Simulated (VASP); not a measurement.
A run of VASP 6.6.1 is set up as follows.

The input INCAR:

```
PREC = Accurate
ENCUT = 520
EDIFF = 1E-7
ISMEAR = 0
SIGMA = 0.05
LREAL = Auto
LASPH = True
NELM = 80
ALGO = Normal
ISIF = 2
LWAVE = False
LCHARG = False
GGA = PE
NBANDS = 47
```

File KPOINTS:

```
regular mesh
0
Gamma
  2 2 2
```

Contents of POSCAR:

```
Mg9O8
1.0
    0.0000000000      4.3915000000      4.3915000000
    4.3915000000      0.0000000000      4.3915000000
    4.3915000000      4.3915000000      0.0000000000
Mg O
9 8
Direct
    0.0002175264      0.0001997342     -0.0020381946
    0.0000075991     -0.0000279156      0.4993069455
    0.0004081359      0.5011332817     -0.0023550606
   -0.0665118211      0.5226242012      0.5209450074
    0.5011521870      0.0003815047     -0.0023390268
    0.5225877238     -0.0664077533      0.5209289523
    0.5183003810      0.5183183602     -0.0545507780
    0.5238279009      0.5238124524      0.5216004934
    0.3716622711      0.3717955919      0.3882830419
    0.2535190257      0.2534821892      0.2437202895
    0.2437337417      0.2436202774      0.7664343123
    0.2529354482      0.7516947418      0.2412727485
    0.2401124197      0.7526737721      0.7546516680
    0.7516043028      0.2529105979      0.2413757345
    0.7526727592      0.2400945761      0.7546712139
    0.7551585526      0.7551708427      0.2347443260
    0.7526496460      0.7526500455      0.7542048267
```

Potentials or basis: VASP PAW PBE potentials, release 64 (Mg, O).

Launch:

```console
$ cat potpaw_PBE.64/Mg/POTCAR potpaw_PBE.64/O/POTCAR > POTCAR
$ mpirun -np 1 vasp_std > vasp.out
```

Task: Estimate the band gap on the k mesh.

Result: Zero (bands 33 and 34 overlap by 0.50 eV).

Task: What does it give for the largest force?

Result: 0.020 eV/Å.

Task: What does it give for the pressure?

Result: 16.7 GPa.

Stress tensor (GPa, compression positive):
```
16.67 -0.13  0.28
-0.13 16.68  0.29
 0.28  0.29 16.86
```

Caveat: the k points lie up to 0.62 Å⁻¹ apart.
